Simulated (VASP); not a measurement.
# W (Fm-3m) in VASP: notebook

Runs on W. Level: PBEsol. Tasks: single point.

Program: VASP 6.6.1. These are calculated values, not measurements. Logs are shortened: lines on timing, memory, paths and dates and some standing lists are left out, and cuts for length are marked.

### Step 1. The cell of the first run

It takes space group Fm-3m (No. 225, cubic). The conventional cell has a = 3.889 Å, b = 3.889 Å, c = 3.889 Å, α = 90.00°, β = 90.00°, γ = 90.00°. Within 3.6 Å of W (site symmetry m-3m) lie 12 W at 2.75 Å.

### Step 2. Single point, PBEsol (volume 14.701 Å^3 an atom, c/a of the conventional cell 1.0000)

File INCAR:

```
ALGO     = Normal         # electronic algorithm
EDIFF    = 1E-6           # SCF threshold, eV
ENCUT    = 500            # plane-wave cutoff, eV
GGA      = PS             # functional
GGA_COMPAT= F            
ISIF     = 2              # what is computed and relaxed
ISMEAR   = 0              # smearing method
LASPH    = T              # aspherical terms in the spheres
LCHARG   = F              # write CHGCAR
LREAL    = F              # projectors in reciprocal space
LWAVE    = F              # write WAVECAR
NBANDS   = 13             # bands
NELM     = 120            # most SCF steps
PREC     = Accurate       # precision mode
SIGMA    = 0.15           # smearing width, eV
```

File KPOINTS:

```
k-points
0
Gamma
  22 22 22
```

File POSCAR:

```
W
1.0
    0.0000000000      1.9443403724      1.9443403724
    1.9443403724      0.0000000000      1.9443403724
    1.9443403724      1.9443403724      0.0000000000
W
1
Direct
    0.0000000000      0.0000000000      0.0000000000
```

Potentials or basis: VASP PAW PBE potentials, release 64 (W_sv).

Launch:

```sh
cat potpaw_PBE.64/W_sv/POTCAR > POTCAR
mpirun -np 1 vasp_std > vasp.out
```

OUTCAR:

```text
EDIFF = 1E-6
   ENCUT = 500
   GGA = PS
   ISIF = 2
   ISMEAR = 0
   LASPH = T
   LREAL = F
   NELM = 120
   PREC = Accurate

 ion  position               nearest neighbor table
   1  0.000  0.000  0.000-

  LATTYP: Found a face centered cubic cell.
 ALAT       =     3.8886807448

  Lattice vectors:

 A1 = (   0.0000000000,   1.9443403724,   1.9443403724)
 A2 = (   1.9443403724,   0.0000000000,   1.9443403724)
 A3 = (   1.9443403724,   1.9443403724,   0.0000000000)

Analysis of symmetry for initial positions (statically):
=====================================================================
 Subroutine PRICEL returns:
 Original cell was already a primitive cell.

 Routine SETGRP: Setting up the symmetry group for a
 face centered cubic supercell.

 Subroutine GETGRP returns: Found 48 space group operations
 (whereof 48 operations were pure point group operations)
 out of a pool of 48 trial point group operations.

The static configuration has the point symmetry O_h .

Analysis of symmetry for dynamics (positions and initial velocities):
=====================================================================
 Subroutine PRICEL returns:
 Original cell was already a primitive cell.

 Routine SETGRP: Setting up the symmetry group for a
 face centered cubic supercell.

 Subroutine GETGRP returns: Found 48 space group operations
 (whereof 48 operations were pure point group operations)
 out of a pool of 48 trial point group operations.

The dynamic configuration has the point symmetry O_h .

 Subroutine INISYM returns: Found 48 space group operations
 (whereof 48 operations are pure point group operations),
 and found     1 'primitive' translations

----------------------------------------------------------------------------------------

                                     Primitive cell

  volume of cell :      14.7010

  direct lattice vectors                    reciprocal lattice vectors
     0.000000000  1.944340372  1.944340372    -0.257156621  0.257156621  0.257156621
     1.944340372  0.000000000  1.944340372     0.257156621 -0.257156621  0.257156621
     1.944340372  1.944340372  0.000000000     0.257156621  0.257156621 -0.257156621

  length of vectors
     2.749712525  2.749712525  2.749712525     0.445408333  0.445408333  0.445408333

  position of ions in fractional coordinates (direct lattice)
     0.000000000  0.000000000  0.000000000

  ion indices of the primitive-cell ions
   primitive index   ion index
                 1           1

----------------------------------------------------------------------------------------

 KPOINTS: k-points

Automatic generation of k-mesh.
 Grid dimensions read from file:
 generate k-points for:   22   22   22

 Generating k-lattice:

  Cartesian coordinates                     Fractional coordinates (reciprocal lattice)
    -0.011688937  0.011688937  0.011688937     0.045454545  0.000000000  0.000000000
     0.011688937 -0.011688937  0.011688937     0.000000000  0.045454545  0.000000000
     0.011688937  0.011688937 -0.011688937     0.000000000  0.000000000  0.045454545

  Length of vectors
     0.020245833  0.020245833  0.020245833

  Shift w.r.t. Gamma in fractional coordinates (k-lattice)
     0.000000000  0.000000000  0.000000000

 Subroutine IBZKPT returns following result:
 ===========================================

 Found    328 irreducible k-points:

 Following reciprocal coordinates:
            Coordinates               Weight
  0.000000  0.000000  0.000000      1.000000
  0.045455  0.000000  0.000000      8.000000
  0.090909  0.000000  0.000000      8.000000
  0.136364  0.000000  0.000000      8.000000
  0.181818  0.000000  0.000000      8.000000
  0.227273  0.000000  0.000000      8.000000
[... 16 lines left out ...]
  0.500000  0.045455  0.000000     24.000000
 -0.454545  0.045455  0.000000     24.000000
 [... further k-points ...]
   k-points           NKPTS =    328   k-points in BZ     NKDIM =    328   number of bands    NBANDS=     13
   number of dos      NEDOS =    301   number of ions     NIONS =      1
   total plane-waves  NPLWV =   8000
   dimension x,y,z NGX =    20 NGY =   20 NGZ =   20
   dimension x,y,z NGXF=    40 NGYF=   40 NGZF=   40
   ions per type =               1
   NGX,Y,Z   is equivalent  to a cutoff of  12.09, 12.09, 12.09 a.u.
   NGXF,Y,Z  is equivalent  to a cutoff of  24.18, 24.18, 24.18 a.u.
 SYSTEM =  unknown system
   PREC   = accura    normal or accurate (medium, high low for compatibility)
   ISTART =      0    job   : 0-new  1-cont  2-samecut
   ICHARG =      2    charge: 1-file 2-atom 10-const
   ISPIN  =      1    spin polarized calculation?
   LNONCOLLINEAR =      F non collinear calculations
   LSORBIT =      F    spin-orbit coupling
   LASPH  =      T    aspherical Exc in radial PAW
   ENCUT  =  500.0 eV  36.75 Ry    6.06 a.u.   5.01  5.01  5.01*2*pi/ulx,y,z
   NELM   =    120;   NELMIN=  2; NELMDL= -5     # of ELM steps
   EDIFF  = 0.1E-05   stopping-criterion for ELM
   LREAL  =      F    real-space projection
   EDIFFG = 0.1E-04   stopping-criterion for IOM
   NSW    =      0    number of steps for IOM
   IBRION =     -1    ionic relax: 0-MD 1-quasi-New 2-CG
   NFREE  =      0    steps in history (QN), initial steepest desc. (CG)
   ISIF   =      2    stress and relaxation
   ISYM   =      2    0-nonsym 1-usesym 2-fastsym
   POTIM  = 0.5000    time-step for ionic-motion
   TEBEG  =    0.0;   TEEND  =   0.0 temperature during run
   PSTRESS=    0.0 pullay stress
   NELECT =      14.0000    total number of electrons
   NUPDOWN=      -1.0000    fix difference up-down
   EMIN   =  10.00;   EMAX   =-10.00  energy-range for DOS
   EFERMI =   0.00;   METHOD = LEGACY
   ISMEAR =     0;   SIGMA  =   0.15  broadening in eV -4-tet -1-fermi 0-gaus
   EFERMI_NEDOS =   21; number of points for ismear=-14 and -15
   IALGO  =     38    algorithm
   IMIX   =      4    mixing-type and parameters
     AMIX     =   0.40;   BMIX     =  1.00
     AMIX_MAG =   1.60;   BMIX_MAG =  1.00
  volume/ion in A,a.u.               =      14.70        99.21
  Fermi-wavevector in a.u.,A,eV,Ry     =   1.610653  3.043692 35.296259  2.594202
  Thomas-Fermi vector in A             =   2.706169
   LORBIT       =      0    0 simple, 1 ext, 2 COOP (PROOUT), +10 PAW based schemes
   GGA     = PS    functional components
   LHFCALC =     F    Hartree Fock is set to
   AEXX    =    0.0000 exact exchange contribution
   IVDW    =     0    specifies the selected vdW correction
   LEPSILON=     F    determine dielectric tensor
   LRPA    =     F    only Hartree local field effects (RPA)
 non-spin polarized calculation
 Gauss-broadening in eV      SIGMA  =   0.15
  energy-cutoff  :      500.00
  volume of cell :       14.70
 maximum number of plane-waves:       388
   NGX =  9   NGY =  9   NGZ =  9

 number of electron      14.0000003 magnetization

 Free energy of the ion-electron system (eV)
  ---------------------------------------------------
  ext. energy  EPLUGINS =         0.00000000
  ---------------------------------------------------
  free energy    TOTEN  =       -13.19974981 eV

  energy without entropy =      -13.18813207  energy(sigma->0) =      -13.19394094

 E-fermi :  11.8737     XC(G=0): -14.1812

 val. band max:       11.8558192126   @ k =  -0.2727   0.1364   0.0455
 cond. band min:      11.8752222904   @ k =   0.1818   0.1364   0.0455
 fundamental gap:      0.0194030779
 Fermi energy:        11.8737100419

 k-point     1 :       0.0000    0.0000    0.0000
  band No.  band energies     occupation
      1     -61.5436      2.00000
      2     -24.9957      2.00000
      3     -24.9957      2.00000
      4     -24.9957      2.00000
      5       2.3233      2.00000
      6      11.1724      2.00000
      7      11.1724      2.00000
      8      11.1724      2.00000
      9      14.8174      0.00000
     10      14.8174      0.00000
     11      24.8368      0.00000
     12      30.5812      0.00000
     13      30.5812      0.00000

 k-point     2 :       0.0455    0.0000    0.0000
  band No.  band energies     occupation
      1     -61.5401      2.00000
      2     -25.0326      2.00000
      3     -25.0002      2.00000
      4     -25.0002      2.00000
      5       2.4285      2.00000
      6      11.0877      2.00000
      7      11.2224      2.00000
      8      11.2224      2.00000
      9      14.7661      0.00000
     10      14.7661      0.00000
     11      25.0514      0.00000
     12      30.1200      0.00000
     13      30.7801      0.00000

 k-point     3 :       0.0909    0.0000    0.0000
  band No.  band energies     occupation
      1     -61.5300      2.00000
      2     -25.1394      2.00000
      3     -25.0134      2.00000
      4     -25.0134      2.00000
      5       2.7351      2.00000
      6      10.8605      2.00000
      7      11.3597      2.00000
      8      11.3597      2.00000
      9      14.6370      0.00000
     10      14.6370      0.00000
     11      25.6500      0.00000
     12      29.1625      0.00000
     13      31.3615      0.00000
[... 305 lines left out ...]
 k-point    23 :       0.5000    0.0455    0.0000
  band No.  band energies     occupation
      1     -61.3676      2.00000
      2     -26.6402      2.00000
      3     -25.2357      2.00000
      4     -25.2213      2.00000
      5       5.7484      2.00000
      6      10.7406      2.00000
      7      10.9750      2.00000
      8      12.7807      0.00000
      9      17.7596      0.00000
     10      17.8792      0.00000
     11      23.8026      0.00000
     12      24.8055      0.00000
     13      31.7363      0.00000

 k-point    24 :      -0.4545    0.0455    0.0000
  band No.  band energies     occupation
      1     -61.3688      2.00000
      2     -26.6299      2.00000
      3     -25.2405      2.00000
      4     -25.2136      2.00000
      5       5.7505      2.00000
      6      10.7684      2.00000
      7      10.9728      2.00000
      8      12.7018      0.00000
      9      17.5260      0.00000
     10      17.9871      0.00000
     11      23.7654      0.00000
     12      25.0031      0.00000
     13      31.7471      0.00000

 [... further k-points ...]
[... 5 lines left out ...]
  --------------------------------------------------------------------------------------
  -------------------------------------------------------------------------------------
  Total        2.8253300      2.8253300      2.8253300     -0.0000000     -0.0000000     -0.0000000
  in kB      307.9164439    307.9164439    307.9164439     -0.0000000     -0.0000000     -0.0000000
  external PRESSURE =     307.9164439 kB  Pullay stress =       0.0000000 kB

 VOLUME and BASIS-vectors are now :
 -----------------------------------------------------------------------------
  energy-cutoff  :      500.00
  volume of cell :       14.70
      direct lattice vectors                 reciprocal lattice vectors
     0.000000000  1.944340372  1.944340372    -0.257156621  0.257156621  0.257156621
     1.944340372  0.000000000  1.944340372     0.257156621 -0.257156621  0.257156621
     1.944340372  1.944340372  0.000000000     0.257156621  0.257156621 -0.257156621

 POSITION                                       TOTAL-FORCE (eV/Angst)
 -----------------------------------------------------------------------------------
      0.00000      0.00000      0.00000         0.000000     -0.000000      0.000000
 -----------------------------------------------------------------------------------
    total drift:                                0.000000     -0.000000      0.000000

  FREE ENERGIE OF THE ION-ELECTRON SYSTEM (eV)
  ---------------------------------------------------
  free  energy   TOTEN  =       -13.1997498121 eV

  energy  without entropy=      -13.1881320728  energy(sigma->0) =      -13.19394094
```

Run time: 28 s. Hardware: 1 thread of Intel Xeon 6975P-C, shared host; peak memory 0.17 GiB.

What came out:

| Quantity | Value |
| --- | --- |
| Free energy | -13.1997 eV |
| Pressure | 30.8 GPa |
| Band gap on the k mesh | zero (band 7 reaches 15.67 eV, above the bottom of band 8 at 11.17 eV) |

Levels at points of the mesh, in eV from the Fermi level:
| k point | band 3 | band 4 | band 5 | band 6 | band 7 | band 8 | band 9 | band 10 | band 11 | band 12 |
| --- | --- | --- | --- | --- | --- | --- | --- | --- | --- | --- |
| (0.00, 0.00, 0.00) | -36.87 | -36.87 | -9.55 | -0.70 | -0.70 | -0.70 | 2.94 | 2.94 | 12.96 | 18.71 |
| (0.50, 0.00, 0.00) | -37.09 | -37.09 | -6.22 | -0.99 | -0.99 | 1.07 | 5.88 | 5.88 | 12.06 | 12.63 |
| (0.50, 0.50, 0.00) | -37.46 | -37.46 | -6.31 | -5.25 | 3.79 | 5.84 | 6.76 | 6.76 | 12.76 | 12.76 |

Caveat: the PAW data sets were made with another functional, which shifts forces and pressure a little; spin-orbit coupling is left out, which moves the levels of the heavy elements.

[end of part 1 of 2]
